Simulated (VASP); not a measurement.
# Al2Au (C2) in VASP: single point with PBEsol

Aim: the single point of Al2Au with PBEsol.

Everything below comes from runs of VASP 6.6.1. Logs are shortened: lines on timing, memory, paths and dates and some standing lists are left out, and cuts for length are marked.

**1. The cell of the first run**

The typed cell holds 3 atoms: a = 4.127 Å, b = 4.220 Å, c = 4.074 Å, α = 61.15°, β = 60.43°, γ = 61.10°.

**2. Single point, PBEsol (strained and its atoms moved)**

INCAR reads:

```
SYSTEM = Al2Au
PREC = Accurate ; ENCUT = 520
EDIFF = 1E-6 ; ISMEAR = 0
SIGMA = 0.1 ; LREAL = .FALSE.
LASPH = .TRUE. ; NELM = 60
ALGO = Fast ; ISIF = 2
LWAVE = .FALSE. ; LCHARG = .FALSE.
GGA = PS ; NBANDS = 16
```

KPOINTS reads:

```
regular mesh
0
G
  12 12 12
  0 0 0
```

POSCAR reads:

```
Al2Au
1.0
   -0.0273300000      2.9077800000      2.9287500000
    2.9731200000     -0.0926700000      2.9940900000
    2.8804500000      2.8804500000      0.0000000000
Al Au
2 1
Direct
    0.2852056957      0.2352307403      0.2395693891
    0.7147943043      0.7647692597      0.7600058251
    0.0000000000      0.0000000000      0.0004247858
```

Potentials or basis: VASP PAW PBE potentials, release 64 (Al, Au).

Launch:

```console
$ cat potpaw_PBE.64/Al/POTCAR potpaw_PBE.64/Au/POTCAR > POTCAR
$ mpirun -np 1 vasp_std > vasp.out
```

OUTCAR:

```text
SYSTEM = Al2Au
   PREC = Accurate
   ENCUT = 520
   EDIFF = 1E-6
   ISMEAR = 0
   LREAL = .FALSE.
   LASPH = .TRUE.
   NELM = 60
   ISIF = 2
   GGA = PS

 ion  position               nearest neighbor table
   1  0.285  0.235  0.240-   3 2.43   3 2.55   3 2.56   3 2.68   2 2.80   2 2.80   2 2.86   2 3.08
                             2 3.10   2 3.10
   2  0.715  0.765  0.760-   3 2.43   3 2.55   3 2.56   3 2.68   1 2.80   1 2.80   1 2.86   1 3.08
                             1 3.10   1 3.10
   3  0.000  0.000  0.000-   2 2.43   1 2.43   1 2.55   2 2.55   2 2.56   1 2.56   1 2.68   2 2.68

  LATTYP: Found a base centered monoclinic cell.
 ALAT       =     7.1791397586
 B/A-ratio  =     0.5674177677
 C/A-ratio  =     0.5911265506
 COS(beta)  =    -0.5655544534

  Lattice vectors:

 A1 = (  -0.0273300000,   2.9077800000,   2.9287500000)
 A2 = (  -2.9077800000,   0.0273300000,   2.9287500000)
 A3 = (   3.0004500000,  -3.0004500000,   0.0653400000)

Analysis of symmetry for initial positions (statically):
=====================================================================
 Subroutine PRICEL returns:
 Original cell was already a primitive cell.

 Routine SETGRP: Setting up the symmetry group for a
 base centered monoclinic supercell.

 Subroutine GETGRP returns: Found  2 space group operations
 (whereof  2 operations were pure point group operations)
 out of a pool of  4 trial point group operations.

The static configuration has the point symmetry C_2 .

Analysis of symmetry for dynamics (positions and initial velocities):
=====================================================================
 Subroutine PRICEL returns:
 Original cell was already a primitive cell.

 Routine SETGRP: Setting up the symmetry group for a
 base centered monoclinic supercell.

 Subroutine GETGRP returns: Found  2 space group operations
 (whereof  2 operations were pure point group operations)
 out of a pool of  4 trial point group operations.

The dynamic configuration has the point symmetry C_2 .

 Subroutine INISYM returns: Found  2 space group operations
 (whereof  2 operations are pure point group operations),
 and found     1 'primitive' translations

----------------------------------------------------------------------------------------

                                     Primitive cell

  volume of cell :      51.1767

  direct lattice vectors                    reciprocal lattice vectors
    -0.027330000  2.907780000  2.928750000    -0.168520525  0.168520525  0.172556115
     2.973120000 -0.092670000  2.994090000     0.164842903 -0.164842903  0.165200871
     2.880450000  2.880450000  0.000000000     0.175422800  0.171745178 -0.168878493

  length of vectors
     4.127167070  4.220498216  4.073571456     0.294234511  0.285723106  0.297975687

  position of ions in fractional coordinates (direct lattice)
     0.285205696  0.235230740  0.239569389
     0.714794304  0.764769260  0.760005825
     0.000000000  0.000000000  0.000424786

  ion indices of the primitive-cell ions
   primitive index   ion index
                 1           1
                 2           2
                 3           3

----------------------------------------------------------------------------------------

 KPOINTS: regular mesh

Automatic generation of k-mesh.
 Grid dimensions read from file:
 generate k-points for:   12   12   12

 Generating k-lattice:

  Cartesian coordinates                     Fractional coordinates (reciprocal lattice)
    -0.014043377  0.014043377  0.014379676     0.083333333  0.000000000  0.000000000
     0.013736909 -0.013736909  0.013766739     0.000000000  0.083333333  0.000000000
     0.014618567  0.014312098 -0.014073208     0.000000000  0.000000000  0.083333333

  Length of vectors
     0.024519543  0.023810259  0.024831307

  Shift w.r.t. Gamma in fractional coordinates (k-lattice)
     0.000000000  0.000000000  0.000000000

 Subroutine IBZKPT returns following result:
 ===========================================

 Found    476 irreducible k-points:

 Following reciprocal coordinates:
            Coordinates               Weight
  0.000000  0.000000  0.000000      1.000000
  0.083333  0.000000  0.000000      2.000000
  0.166667 -0.000000  0.000000      2.000000
  0.250000  0.000000  0.000000      2.000000
  0.333333 -0.000000  0.000000      2.000000
  0.416667 -0.000000  0.000000      2.000000
[... 16 lines left out ...]
  0.250000  0.166667  0.000000      2.000000
  0.333333  0.166667  0.000000      2.000000
 [... further k-points ...]
   k-points           NKPTS =    476   k-points in BZ     NKDIM =    476   number of bands    NBANDS=     16
   number of dos      NEDOS =    301   number of ions     NIONS =      3
   total plane-waves  NPLWV =  30720
   dimension x,y,z NGX =    32 NGY =   32 NGZ =   30
   dimension x,y,z NGXF=    64 NGYF=   64 NGZF=   60
   ions per type =               2   1
   NGX,Y,Z   is equivalent  to a cutoff of  12.89, 12.60, 12.24 a.u.
   NGXF,Y,Z  is equivalent  to a cutoff of  25.78, 25.21, 24.49 a.u.
 SYSTEM =  Al2Au
   PREC   = accura    normal or accurate (medium, high low for compatibility)
   ISTART =      0    job   : 0-new  1-cont  2-samecut
   ICHARG =      2    charge: 1-file 2-atom 10-const
   ISPIN  =      1    spin polarized calculation?
   LNONCOLLINEAR =      F non collinear calculations
   LSORBIT =      F    spin-orbit coupling
   LASPH  =      T    aspherical Exc in radial PAW
   ENCUT  =  520.0 eV  38.22 Ry    6.18 a.u.   7.67  7.85  7.57*2*pi/ulx,y,z
   NELM   =     60;   NELMIN=  2; NELMDL= -5     # of ELM steps
   EDIFF  = 0.1E-05   stopping-criterion for ELM
   LREAL  =      F    real-space projection
   EDIFFG = 0.1E-04   stopping-criterion for IOM
   NSW    =      0    number of steps for IOM
   IBRION =     -1    ionic relax: 0-MD 1-quasi-New 2-CG
   NFREE  =      0    steps in history (QN), initial steepest desc. (CG)
   ISIF   =      2    stress and relaxation
   ISYM   =      2    0-nonsym 1-usesym 2-fastsym
   POTIM  = 0.5000    time-step for ionic-motion
   TEBEG  =    0.0;   TEEND  =   0.0 temperature during run
   PSTRESS=    0.0 pullay stress
   NELECT =      17.0000    total number of electrons
   NUPDOWN=      -1.0000    fix difference up-down
   EMIN   =  10.00;   EMAX   =-10.00  energy-range for DOS
   EFERMI =   0.00;   METHOD = LEGACY
   ISMEAR =     0;   SIGMA  =   0.10  broadening in eV -4-tet -1-fermi 0-gaus
   EFERMI_NEDOS =   21; number of points for ismear=-14 and -15
   IALGO  =     68    algorithm
   IMIX   =      4    mixing-type and parameters
     AMIX     =   0.40;   BMIX     =  1.00
     AMIX_MAG =   1.60;   BMIX_MAG =  1.00
  volume/ion in A,a.u.               =      17.06       115.12
  Fermi-wavevector in a.u.,A,eV,Ry     =   1.133793  2.142558 17.490099  1.285486
  Thomas-Fermi vector in A             =   2.270496
   LORBIT       =      0    0 simple, 1 ext, 2 COOP (PROOUT), +10 PAW based schemes
   GGA     = PS    functional components
   LHFCALC =     F    Hartree Fock is set to
   AEXX    =    0.0000 exact exchange contribution
   IVDW    =     0    specifies the selected vdW correction
   LEPSILON=     F    determine dielectric tensor
   LRPA    =     F    only Hartree local field effects (RPA)
 non-spin polarized calculation
 RMM-DIIS sequential band-by-band and
 Gauss-broadening in eV      SIGMA  =   0.10
  energy-cutoff  :      520.00
  volume of cell :       51.18
 maximum number of plane-waves:      1414
   NGX = 15   NGY = 15   NGZ = 15

 number of electron      16.9999999 magnetization

 Free energy of the ion-electron system (eV)
  ---------------------------------------------------
  ext. energy  EPLUGINS =         0.00000000
  ---------------------------------------------------
  free energy    TOTEN  =       -13.22861939 eV

  energy without entropy =      -13.22423668  energy(sigma->0) =      -13.22642804

 E-fermi :   8.3325     XC(G=0): -10.8676

 val. band max:        8.3304611378   @ k =   0.4167   0.0833   0.0000
 cond. band min:       8.3489447769   @ k =   0.1667   0.4167   0.0000
 fundamental gap:      0.0184836391
 Fermi energy:         8.3324676367

 k-point     1 :       0.0000    0.0000    0.0000
  band No.  band energies     occupation
      1      -2.6802      2.00000
      2       1.2542      2.00000
      3       1.3939      2.00000
      4       1.4869      2.00000
      5       2.4027      2.00000
      6       2.4590      2.00000
[... 8 lines left out ...]
     15      14.1226      0.00000
     16      14.7769      0.00000

 k-point     2 :       0.0833    0.0000    0.0000
  band No.  band energies     occupation
      1      -2.5785      2.00000
      2       1.2211      2.00000
      3       1.4295      2.00000
      4       1.5195      2.00000
      5       2.3876      2.00000
      6       2.4472      2.00000
[... 8 lines left out ...]
     15      13.8952      0.00000
     16      14.5429      0.00000

 k-point     3 :       0.1667   -0.0000    0.0000
  band No.  band energies     occupation
      1      -2.2765      2.00000
      2       1.1349      2.00000
      3       1.5271      2.00000
      4       1.6073      2.00000
      5       2.3529      2.00000
      6       2.4192      2.00000
[... 8 lines left out ...]
     15      14.1364      0.00000
     16      14.6875      0.00000

 k-point     4 :       0.2500    0.0000    0.0000
  band No.  band energies     occupation
      1      -1.7868      2.00000
      2       1.0306      2.00000
      3       1.6585      2.00000
      4       1.7169      2.00000
      5       2.3294      2.00000
      6       2.3961      2.00000
[... 8 lines left out ...]
     15      15.2044      0.00000
     16      15.4876      0.00000

 k-point     5 :       0.3333   -0.0000    0.0000
  band No.  band energies     occupation
      1      -1.1458      2.00000
      2       0.9616      2.00000
      3       1.7761      2.00000
      4       1.7965      2.00000
      5       2.3541      2.00000
      6       2.4048      2.00000
[... 8 lines left out ...]
     15      16.3595      0.00000
     16      16.4902      0.00000

 k-point     6 :       0.4167   -0.0000    0.0000
  band No.  band energies     occupation
      1      -0.4814      2.00000
      2       1.0287      2.00000
      3       1.8243      2.00000
      4       1.8417      2.00000
      5       2.4165      2.00000
      6       2.4457      2.00000
[... 8 lines left out ...]
     15      17.4852      0.00000
     16      17.5871      0.00000

 k-point     7 :       0.5000    0.0000    0.0000
  band No.  band energies     occupation
      1      -0.1669      2.00000
      2       1.2646      2.00000
      3       1.8278      2.00000
      4       1.8596      2.00000
      5       2.1995      2.00000
      6       2.4507      2.00000
[... 8 lines left out ...]
     15      18.0944      0.00000
     16      18.2451      0.00000

 k-point     8 :       0.0000    0.0833    0.0000
  band No.  band energies     occupation
      1      -2.5961      2.00000
      2       1.2707      2.00000
      3       1.4053      2.00000
      4       1.4689      2.00000
      5       2.3998      2.00000
      6       2.4625      2.00000
[... 8 lines left out ...]
     15      13.8916      0.00000
     16      14.5869      0.00000

 k-point     9 :       0.0833    0.0833    0.0000
  band No.  band energies     occupation
      1      -2.5540      2.00000
      2       1.2498      2.00000
      3       1.4342      2.00000
      4       1.4798      2.00000
      5       2.3654      2.00000
      6       2.4787      2.00000
[... 8 lines left out ...]
     15      14.2984      0.00000
     16      14.7940      0.00000
[... 172 lines left out ...]
 k-point    19 :      -0.0833    0.0833    0.0000
  band No.  band energies     occupation
      1      -2.4356      2.00000
      2       1.2078      2.00000
      3       1.4485      2.00000
      4       1.5406      2.00000
      5       2.4048      2.00000
      6       2.4248      2.00000
[... 8 lines left out ...]
     15      14.3628      0.00000
     16      14.5537      0.00000

 k-point    20 :       0.0000    0.1667    0.0000
  band No.  band energies     occupation
      1      -2.3500      2.00000
      2       1.3031      2.00000
      3       1.4327      2.00000
      4       1.4375      2.00000
      5       2.3969      2.00000
      6       2.4783      2.00000
[... 8 lines left out ...]
     15      14.1754      0.00000
     16      14.4919      0.00000

 k-point    21 :       0.0833    0.1667    0.0000
  band No.  band energies     occupation
      1      -2.3639      2.00000
      2       1.2913      2.00000
      3       1.4276      2.00000
      4       1.4588      2.00000
      5       2.3453      2.00000
      6       2.5159      2.00000
[... 8 lines left out ...]
     15      14.5479      0.00000
     16      14.7494      0.00000

 k-point    22 :       0.1667    0.1667    0.0000
  band No.  band energies     occupation
      1      -2.1783      2.00000
      2       1.1702      2.00000
      3       1.5376      2.00000
      4       1.5520      2.00000
      5       2.2651      2.00000
      6       2.5332      2.00000
[... 8 lines left out ...]
     15      15.1884      0.00000
     16      15.5409      0.00000

 k-point    23 :       0.2500    0.1667    0.0000
  band No.  band energies     occupation
      1      -1.7989      2.00000
      2       1.0441      2.00000
      3       1.6796      2.00000
      4       1.6880      2.00000
      5       2.1732      2.00000
      6       2.5362      2.00000
[... 8 lines left out ...]
     15      16.2462      0.00000
     16      16.5883      0.00000

 k-point    24 :       0.3333    0.1667    0.0000
  band No.  band energies     occupation
      1      -1.2432      2.00000
      2       0.9340      2.00000
      3       1.8204      2.00000
      4       1.8260      2.00000
      5       2.1234      2.00000
      6       2.5370      2.00000
[... 8 lines left out ...]
     15      17.3774      0.00000
     16      17.6155      0.00000

 [... further k-points ...]
[... 5 lines left out ...]
  --------------------------------------------------------------------------------------
  -------------------------------------------------------------------------------------
  Total        2.8574660      2.8574660      2.7643105     -0.0503656      1.9636882     -1.9636882
  in kB       89.4580165     89.4580165     86.5416178     -1.5767845     61.4767239    -61.4767235
  external PRESSURE =      88.4858836 kB  Pullay stress =       0.0000000 kB

 VOLUME and BASIS-vectors are now :
 -----------------------------------------------------------------------------
  energy-cutoff  :      520.00
  volume of cell :       51.18
      direct lattice vectors                 reciprocal lattice vectors
    -0.027330000  2.907780000  2.928750000    -0.168520525  0.168520525  0.172556115
     2.973120000 -0.092670000  2.994090000     0.164842903 -0.164842903  0.165200871
     2.880450000  2.880450000  0.000000000     0.175422800  0.171745178 -0.168878493

 POSITION                                       TOTAL-FORCE (eV/Angst)
 -----------------------------------------------------------------------------------
      1.38164      1.49758      1.53960         0.898665     -0.881305     -0.352337
      4.44337      4.19675      4.38324        -0.881305      0.898665      0.352337
      0.00122      0.00122      0.00000        -0.017360     -0.017360     -0.000000
 -----------------------------------------------------------------------------------
    total drift:                                0.000000      0.000000     -0.000000

  FREE ENERGIE OF THE ION-ELECTRON SYSTEM (eV)
  ---------------------------------------------------
  free  energy   TOTEN  =       -13.2286193886 eV

  energy  without entropy=      -13.2242366823  energy(sigma->0) =      -13.22642804
```

It took 2.1 min on 1 thread of Intel Xeon 6975P-C (Granite Rapids), shared host; peak memory 0.48 GiB.

Results:

| Quantity | Value |
| --- | --- |
| Free energy | -13.2286 eV |
| Pressure | 8.8 GPa |
| Largest force | 1.307 eV/Å |
| Band gap on the k mesh | zero (an odd number of electrons rules out a gap without spin polarisation) |

Forces on the atoms (eV/Å):
```
Al   0.899 -0.881 -0.352
Al  -0.881  0.899  0.352
Au  -0.017 -0.017  0.000
```

Caveat: the cell differs from its parent crystal (strained and its atoms moved); the cell stands under pressure; the PAW data sets were made with another functional, which shifts forces and pressure a little; spin-orbit coupling is left out, which moves the levels of the heavy elements.
